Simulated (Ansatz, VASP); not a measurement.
AgCl in VASP and in Ansatz

INCAR

```
  PREC = Accurate
  ENCUT = 520
  EDIFF = 1E-6
  ISMEAR = -1
  SIGMA = 0.02
  LREAL = F
  LASPH = T
  NELM = 80
  ALGO = Normal
  ISIF = 2
  LWAVE = F
  LCHARG = F
  GGA = CA
  NBANDS = 16
```

File KPOINTS:

```
regular mesh
0
Gamma
  8 8 8
```

POSCAR

```
AgCl
1.0
    0.0000000000      2.7915157670      2.7915157670
    2.7915157670      0.0000000000      2.7915157670
    2.7915157670      2.7915157670      0.0000000000
Ag Cl
1 1
Direct
    0.5000000000      0.5000000000      0.5000000000
    0.0000000000      0.0000000000      0.0000000000
```

Input for Ansatz:

```yaml
crystal:
  lattice:
    - [0.0, 2.791515767, 2.791515767]
    - [2.791515767, 0.0, 2.791515767]
    - [2.791515767, 2.791515767, 0.0]
  atoms:
    - { symbol: Ag, position: [0.5, 0.5, 0.5] }
    - { symbol: Cl, position: [0.0, 0.0, 0.0] }
kpoints:
  mp_grid: { grid: [8, 8, 8] }
  band_path:
    path:
      - [0.0, 0.0, 0.0]
      - [0.5, 0.0, 0.5]
      - [0.625, 0.25, 0.625]
      - [0.375, 0.375, 0.75]
      - [0.0, 0.0, 0.0]
      - [0.5, 0.5, 0.5]
      - [0.5, 0.25, 0.75]
      - [0.5, 0.0, 0.5]
    npoints: 5
scf:
  occupations: { method: fermi_dirac, width: 0.02 }
hamiltonian:
  xc: lda
  pseudopotentials: { kind: all_electron, lapw: { basis_error: 0.0005 } }
output:
  forces: true
  stress: true
  eigenvalues: true
```

Change from the starting cell: volume scaled by 1.02.

Alike in both runs: task single point; functional LDA; k mesh 8 × 8 × 8; occupations fermi-dirac, width 0.02 eV; no spin polarisation.

|  | VASP | Ansatz |
| --- | --- | --- |
| version | VASP 6.6.1 | Ansatz 0.2.0 |
| potentials or method | VASP PAW LDA potentials, release 64 (Ag, Cl), cutoff 520 eV | all-electron LAPW, scalar-relativistic |

```csv
,VASP,Ansatz,Ansatz less VASP
pressure (GPa),-6.3,-6.3,+0.02
```

LDA's correlation is that of Perdew and Zunger in VASP and of Perdew and Wang (1992) in Ansatz. Ansatz ran all-electron here, and VASP with PAW potentials.
